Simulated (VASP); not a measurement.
# BaBe5H10 (P1) in VASP: notebook, part 2 of 2

VASP 6.6.1. Earlier steps stand in the parts before.

## 4. Relaxation of cell and atoms, PBE

This run uses another cell than the first one, of 9.44 Å³/atom, 0.906 times its volume.

INCAR

```
SYSTEM = BaBe5H10
PREC = Accurate ; ENCUT = 600
EDIFF = 1E-7 ; ISMEAR = 0
SIGMA = 0.1 ; LREAL = Auto
LASPH = .TRUE. ; NELM = 100
ALGO = Normal ; ISIF = 3
LWAVE = .FALSE. ; LCHARG = .FALSE.
GGA = PE ; IBRION = 2
NSW = 80 ; EDIFFG = -0.025
```

KPOINTS

```
regular mesh
0
G
  4 4 2
  0 0 0
```

POSCAR

```
BaBe5H10
1.0
    4.4901737961     -0.0048737954      0.0795112122
   -0.0053985468      4.9991701409      0.0352457480
   -1.3962434366      0.0489449290      6.7052890682
Ba Be H
1 5 10
Direct
    0.8652662268      0.5187446860      0.5916904616
    0.5401715040     -0.0435156506      0.2863178315
    0.5733376116      0.7751580516     -0.0086145521
    0.5213787072      0.2353296875      0.0335632581
    0.4169364117      0.0473231707      0.7100189351
    0.0600251051      0.0196323558      0.0264371716
    0.6299734487      0.6572434243      0.2507476240
    0.6163499404      0.2779515993      0.2264689371
    0.5760981379      0.0116095213      0.4970333699
    0.0627755873     -0.0080783392      0.2579603420
    0.4451869711      0.5236504829      0.9808876205
    0.4314449601      0.7127018771      0.7365260207
    0.8946211265      0.7507202319      1.0350403677
    0.4449191418      0.2467589877      0.7583551129
    0.9294732394      0.2595038180      1.0262548399
   -0.0079481195      0.0152660956      0.5913116595
```

Potentials or basis: VASP PAW PBE potentials, release 64 (Ba_sv, Be, H).

Run with:

```console
> cat potpaw_PBE.64/Ba_sv/POTCAR potpaw_PBE.64/Be/POTCAR potpaw_PBE.64/H/POTCAR > POTCAR
> mpirun -np 1 vasp_std > vasp.out
```

OUTCAR:

```text
SYSTEM = BaBe5H10
   PREC = Accurate
   ENCUT = 600
   EDIFF = 1E-7
   ISMEAR = 0
   LREAL = Auto
   LASPH = .TRUE.
   NELM = 100
   ISIF = 3
   GGA = PE
   IBRION = 2
   NSW = 80
   EDIFFG = -0.025

 ion  position               nearest neighbor table
   1  0.865  0.519  0.592-   7 2.47  12 2.54  16 2.55  16 2.58  14 2.73  12 2.73   9 2.80   2 3.17
                             5 3.29   5 3.40   3 3.51   5 3.52
   2  0.540  0.956  0.286-   9 1.45   7 1.58   4 2.20   3 2.26   1 3.17
   3  0.573  0.775  0.991-  11 1.38  13 1.42   2 2.26   4 2.34   5 2.34   1 3.51
   4  0.521  0.235  0.034-   8 1.33  11 1.51   2 2.20   6 2.33   3 2.34   5 2.38
   5  0.417  0.047  0.710-  14 1.05   3 2.34   4 2.38   1 3.29   1 3.40   1 3.52
   6  0.060  0.020  0.026-  15 1.34  13 1.54  10 1.59   4 2.33
   7  0.630  0.657  0.251-   2 1.58   1 2.47
   8  0.616  0.278  0.226-   4 1.33
   9  0.576  0.012  0.497-   2 1.45   1 2.80
  10  0.063  0.992  0.258-   6 1.59
  11  0.445  0.524  0.981-   3 1.38   4 1.51
[... 369 lines left out ...]

 number of electron      29.9999998 magnetization

------------------------ aborting loop because EDIFF is reached ----------------------------------------
[... 95 lines left out ...]
--------------------------------------- Ionic step       35  -------------------------------------------

 number of electron      29.9999997 magnetization

 Free energy of the ion-electron system (eV)
  ---------------------------------------------------
  ext. energy  EPLUGINS =         0.00000000
  ---------------------------------------------------
  free energy    TOTEN  =       -55.98279305 eV

  energy without entropy =      -55.98279305  energy(sigma->0) =      -55.98279305

 E-fermi :   2.7683     XC(G=0):  -8.5108

 val. band max:        2.3669718759   @ k =   0.5000   0.5000   0.0000
 cond. band min:       3.1707652127   @ k =   0.0000   0.0000   0.5000
 fundamental gap:      0.8037933368
 Fermi energy:         2.7683179020

 k-point     1 :       0.0000    0.0000    0.0000
  band No.  band energies     occupation
      1     -26.1469      2.00000
      2     -11.4905      2.00000
      3     -11.3383      2.00000
      4     -11.3224      2.00000
      5      -7.4948      2.00000
      6      -5.0278      2.00000
[... 572 lines left out ...]
  FREE ENERGIE OF THE ION-ELECTRON SYSTEM (eV)
  ---------------------------------------------------
  free  energy   TOTEN  =       -55.9827930491 eV

  energy  without entropy=      -55.9827930488  energy(sigma->0) =      -55.98279305

 reached required accuracy - stopping structural energy minimisation
```

CONTCAR:

```text
BaBe5H10
   1.00000000000000
     4.4861916548771275    0.0156039164489781    0.0084658504977588
     0.0171616313695603    4.9703977319386556    0.0362212834478647
    -1.5061735428927272    0.0434935736530980    6.6486532095303392
  Ba              Be              H
     1     5    10
Direct
     0.9109633499758989    0.5055769024020004    0.6280269700139455
     0.4743175624081600    0.9946639116147141    0.2841775099046494
     0.5458869988103758    0.7657273475055025    0.0059212140162661
     0.5439025396864323    0.2358937028825270    0.0128055857100534
     0.3795465129844870    0.0042142565327232    0.6760701570726205
     0.0666673499588291    0.0005084859018592    0.0425396442237529
[... 8 lines left out ...]
     0.8745392818095067    0.2418402468035303    0.9903981617904587
     0.0634985120277620    0.0042500721145189    0.6085478349480661

  0.00000000E+00  0.00000000E+00  0.00000000E+00
  0.00000000E+00  0.00000000E+00  0.00000000E+00
  0.00000000E+00  0.00000000E+00  0.00000000E+00
  0.00000000E+00  0.00000000E+00  0.00000000E+00
  0.00000000E+00  0.00000000E+00  0.00000000E+00
  0.00000000E+00  0.00000000E+00  0.00000000E+00
[... 8 lines left out ...]
  0.00000000E+00  0.00000000E+00  0.00000000E+00
  0.00000000E+00  0.00000000E+00  0.00000000E+00
```

Run time: 26 min. Hardware: 1 thread of AMD EPYC 9R45 (Zen 5), shared host; peak memory 0.29 GiB.

What came out:

- Free energy: -55.9828 eV
- Relaxed volume: 9.27 Å³/atom
- Relaxed cell: a = 4.486 Å, b = 4.971 Å, c = 6.817 Å, α = 89.27°, β = 102.65°, γ = 89.60°
- Space group after relaxing (to 0.05 Å): P1 (No. 1)
- Energy gained by relaxing: 283.3 meV/atom
- Ionic steps: 35
- Pressure after relaxing: 0.0 GPa
- Largest force after relaxing: 0.021 eV/Å
- Band gap on the k mesh: 0.80 eV, indirect (least direct gap 1.83 eV)

Forces in eV/Å, atoms in the order of the input:
```
Ba   0.006  0.005 -0.017
Be   0.012  0.006 -0.006
Be  -0.005 -0.001  0.001
Be   0.014 -0.008  0.009
Be  -0.004  0.001  0.003
Be  -0.002 -0.009  0.011
H    0.001  0.007  0.001
H    0.003 -0.002  0.002
H    0.006  0.004  0.008
H   -0.013  0.001 -0.007
H   -0.013  0.007  0.007
H   -0.010 -0.017 -0.006
H    0.003  0.006 -0.002
H    0.000 -0.003  0.014
H   -0.002  0.007  0.002
H    0.004 -0.004 -0.020
```

The path:
```tsv
step	energy change (eV)	largest force (eV/Å)	pressure (GPa)	volume (Å³)
1	0.0000	10.0270	0.97	151.06
2	-1.7148	5.1634	-2.06	152.28
3	-2.0324	2.2573	-2.52	151.75
4	-2.0413	2.6370	-2.58	151.84
5	-3.1183	1.5502	-1.72	148.91
6	-3.5881	2.8009	1.07	145.17
7	-3.6134	1.6351	0.18	146.06
8	-4.1733	0.8628	0.42	145.33
9	-4.3019	0.7504	1.02	144.80
10	-4.3026	0.6926	0.96	144.84
11	-4.4039	0.3396	0.57	146.11
12	-4.4154	0.5444	0.45	146.70
13	-4.4720	0.2223	0.01	148.12
14	-4.4762	0.2676	-0.13	148.62
15	-4.4966	0.1774	-0.21	148.84
16	-4.5017	0.2318	-0.26	149.01
17	-4.5142	0.1236	-0.09	148.62
18	-4.5143	0.1265	-0.08	148.59
19	-4.5190	0.1030	0.05	148.30
20	-4.5193	0.0969	0.09	148.21
21	-4.5232	0.0778	0.06	148.19
22	-4.5241	0.1169	0.03	148.18
23	-4.5268	0.0534	0.00	148.25
24	-4.5269	0.0638	0.00	148.26
25	-4.5285	0.0434	0.01	148.29
26	-4.5286	0.0572	0.02	148.29
27	-4.5300	0.0336	-0.01	148.36
28	-4.5302	0.0785	-0.02	148.41
29	-4.5313	0.0326	-0.04	148.42
30	-4.5313	0.0436	-0.04	148.42
31	-4.5321	0.0277	0.00	148.32
32	-4.5322	0.0387	0.02	148.28
33	-4.5326	0.0261	0.03	148.25
34	-4.5326	0.0303	0.03	148.25
35	-4.5331	0.0211	0.00	148.31
```

Final structure:
```
Ba Be H
1.0
     4.48619    0.01560    0.00847
     0.01716    4.97040    0.03622
    -1.50617    0.04349    6.64865
Ba Be H
1 5 10
Direct
  0.91096 0.50558 0.62803
  0.47432 0.99466 0.28418
  0.54589 0.76573 0.00592
  0.54390 0.23589 0.01281
  0.37955 0.00421 0.67607
  0.06667 0.00051 0.04254
  0.62267 0.74619 0.24953
  0.61922 0.24552 0.24994
  0.55092 0.99175 0.50954
  0.14431 0.99335 0.25707
  0.38334 0.50070 0.99269
  0.47251 0.74092 0.75712
  0.88143 0.75920 0.99117
  0.46629 0.26969 0.74446
  0.87454 0.24184 0.99040
  0.06350 0.00425 0.60855
```

Levels at points of the mesh, in eV from the valence-band top:
```csv
k point,band 12,band 13,band 14,band 15,band 16,band 17,band 18,band 19
"(0.00, 0.00, 0.00)",-3.81,-3.67,-3.12,-1.61,1.33,1.74,2.05,2.65
"(0.50, 0.00, 0.00)",-4.44,-4.26,-3.70,-0.86,1.73,2.32,2.82,3.11
"(0.00, 0.50, 0.00)",-4.01,-3.60,-3.27,-0.59,1.25,1.67,2.49,3.08
"(0.50, 0.50, 0.00)",-4.54,-3.53,-3.08,0.00,1.98,2.07,3.25,3.77
"(0.00, 0.00, 0.50)",-4.21,-3.56,-2.92,-2.09,0.80,1.99,2.30,2.36
"(0.50, 0.00, 0.50)",-4.73,-3.98,-3.00,-1.76,2.09,2.36,2.64,2.93
"(0.00, 0.50, 0.50)",-4.15,-3.49,-3.35,-1.39,1.27,1.27,2.31,2.54
"(0.50, 0.50, 0.50)",-4.32,-2.86,-2.72,-1.49,1.19,2.43,3.06,3.56
```

Caveat: the k points lie up to 0.47 Å⁻¹ apart in the final cell; spin-orbit coupling is left out, which moves the levels of the heavy elements.

## 5. Single point, PBE

INCAR

```
PREC = Accurate ; ENCUT = 520
EDIFF = 1E-6 ; ISMEAR = 0
SIGMA = 0.02 ; LREAL = Auto
LASPH = T ; NELM = 80
ALGO = Normal ; ISIF = 2
LWAVE = F ; LCHARG = F
GGA = PE ; NBANDS = 29
```

KPOINTS

```
regular mesh
0
Gamma
  6 6 4
```

POSCAR

```
BaBe5H10
1.0
    4.2754138723     -0.0002872025      0.0119768305
   -0.0625838411      4.7783104895     -0.0023520563
   -0.9408261449     -0.8121092312      8.1591391838
Ba Be H
1 5 10
Direct
    0.9914044956      0.5203129183      0.2797801755
    0.5742678403      0.9583595447      0.7148175254
    0.4475602904      0.7677641815      0.9325328675
    0.4532648976      0.2385874831      0.9228668657
    0.5945855878      0.0296747777      0.4067845722
    0.9416756997      0.9967587136      0.9223426976
    0.4145903445      0.7077454248      0.7571239385
    0.4305643018      0.2309101413      0.7479502394
    0.5005373505      0.8828788639      0.5406880093
    0.9137202077      0.9584722555      0.7466555504
    0.5833060775      0.5135746556      0.0016549372
    0.4762615490      0.8313823625      0.2716625180
    0.1228085300      0.7654292109      0.9835222225
    0.4986915180      0.3104254685      0.3948788819
    0.1282649027      0.2535823767      0.9744419555
    0.9284864064      0.0341416214      0.4022980434
```

Run with:

```console
> cat potpaw_PBE.64/Ba_sv/POTCAR potpaw_PBE.64/Be/POTCAR potpaw_PBE.64/H/POTCAR > POTCAR
> mpirun -np 1 vasp_std > vasp.out
```

Wall time 5.2 min (1 thread of AMD EPYC 9R45 (Zen 5), shared host); peak memory 0.36 GiB.

It converged, with:

```
Free energy            : -56.3163 eV
Pressure               : 0.2 GPa
Largest force          : 0.033 eV/Å
Band gap on the k mesh : 2.40 eV, indirect (least direct gap 2.79 eV)
```

Forces on the atoms (eV/Å):
```
Ba   0.014 -0.015 -0.023
Be  -0.002 -0.001 -0.011
Be   0.004  0.008  0.000
Be   0.003 -0.005  0.002
Be  -0.011  0.004  0.004
Be  -0.007 -0.001  0.005
H   -0.004 -0.008 -0.007
H   -0.003  0.008 -0.006
H   -0.001  0.000  0.008
H    0.010 -0.001 -0.008
H   -0.003  0.000 -0.006
H   -0.001  0.028 -0.001
H   -0.001 -0.001  0.000
H    0.004 -0.023  0.022
H    0.001  0.002 -0.003
H   -0.003  0.005  0.022
```

Stress tensor (GPa, compression positive):
```
 0.24  0.00 -0.01
 0.00  0.18 -0.01
-0.01 -0.01  0.10
```

Levels at points of the mesh, in eV from the valence-band top:
```tsv
k point	band 13	band 14	band 15	band 16	band 17	band 18
(0.00, 0.00, 0.00)	-1.63	-1.59	-0.51	2.49	3.31	3.86
(0.50, 0.00, 0.00)	-2.30	-2.18	-0.62	2.97	3.29	3.53
(0.00, 0.50, 0.00)	-2.27	-0.99	-0.12	2.83	2.95	3.61
(0.50, 0.50, 0.00)	-2.11	-1.93	-0.07	3.73	4.08	4.45
(0.00, 0.00, 0.50)	-1.60	-1.51	-0.71	2.49	3.33	3.87
(0.50, 0.00, 0.50)	-2.27	-2.04	-0.93	3.15	3.28	3.80
(0.00, 0.50, 0.50)	-2.38	-1.01	-0.36	2.87	3.22	3.42
(0.50, 0.50, 0.50)	-2.08	-1.76	-0.52	3.22	3.95	4.27
```

Caveat: spin-orbit coupling is left out, which moves the levels of the heavy elements.

## 6. Overview

| task | cell | k mesh | cutoff (eV) | smearing | gap on the mesh (eV) | pressure (GPa) | largest force (eV/Å) |
| --- | --- | --- | --- | --- | --- | --- | --- |
| single point | a = 4.274, b = 4.775, c = 8.266 Å, angles 84.5, 96.7, 89.3°, 16 atoms | 4 × 4 × 2 | 520 | gaussian 0.1 eV | 2.47 | 0.2 | 0.04 |
| single point | a = 4.274, b = 4.775, c = 8.266 Å, angles 95.5, 96.7, 90.7°, 16 atoms | 4 × 4 × 2 | 520 | gaussian 0.1 eV | 2.47 | 0.2 | 0.04 |
| relaxation of cell and atoms | relaxed from a = 4.491, b = 4.999, c = 6.849 Å, angles 89.2, 100.7, 90.1°, 16 atoms | 4 × 4 × 2 | 600 | gaussian 0.1 eV | 0.80 | 0.0 | 0.02 |
| single point | a = 4.275, b = 4.779, c = 8.253 Å, angles 95.6, 96.4, 90.8°, 16 atoms | 6 × 6 × 4 | 520 | gaussian 0.02 eV | 2.40 | 0.2 | 0.03 |

Alike in all rows: level PBE; potentials or basis VASP PAW PBE potentials, release 64 (Ba_sv, Be, H); no spin polarisation.

Caveats: some runs use coarse meshes; spin-orbit coupling is left out, which moves the levels of the heavy elements.

Total energies depend on the potentials used, so only differences within one code and one set of settings carry meaning.
